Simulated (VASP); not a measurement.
**BiO5: single point with PBE**

BiO5:

```
Bi O
1.0
     4.39917    0.00000    0.00000
    -2.19958    3.80979    0.00000
     0.00000    0.00000    6.08833
Bi O
1 5
Direct
  0.00000 0.00000 0.50000
  0.50000 0.00000 0.50000
  0.00000 0.50000 0.50000
  0.50000 0.50000 0.50000
  0.33333 0.66667 0.00000
  0.66667 0.33333 0.00000
```

| Item | Value |
| --- | --- |
| Program | VASP 6.6.1 |
| Task | single point |
| Functional | PBE |
| Potentials or basis | VASP PAW PBE potentials, release 64 (Bi_d, O) |
| Cutoff | 600 eV |
| k mesh | 5 × 5 × 3 |
| Occupations | gaussian, width 0.2 eV |
| Spin | no spin polarisation |
| Dipole correction | no |
| Further INCAR settings | ALGO = Normal; EDIFF = 1e-06; NBANDS = 32 |

The pressure is 0.1 GPa.

Levels at points of the mesh, in eV from the Fermi level:
| k point | band 19 | band 20 | band 21 | band 22 | band 23 | band 24 | band 25 | band 26 | band 27 | band 28 |
| --- | --- | --- | --- | --- | --- | --- | --- | --- | --- | --- |
| (0.00, 0.00, 0.00) | -1.10 | -1.08 | -0.67 | 0.10 | 0.24 | 0.24 | 0.97 | 0.97 | 3.34 | 7.11 |

It took 22 s on 1 thread of Intel(R) Xeon(R) 6975P-C (Granite Rapids), with other jobs on the host, peak memory 0.25 GiB.

Caveat: spin-orbit coupling is left out, which moves the levels of the heavy elements; an odd number of electrons without spin polarisation forces a metal; a magnetic or distorted state may lie lower.
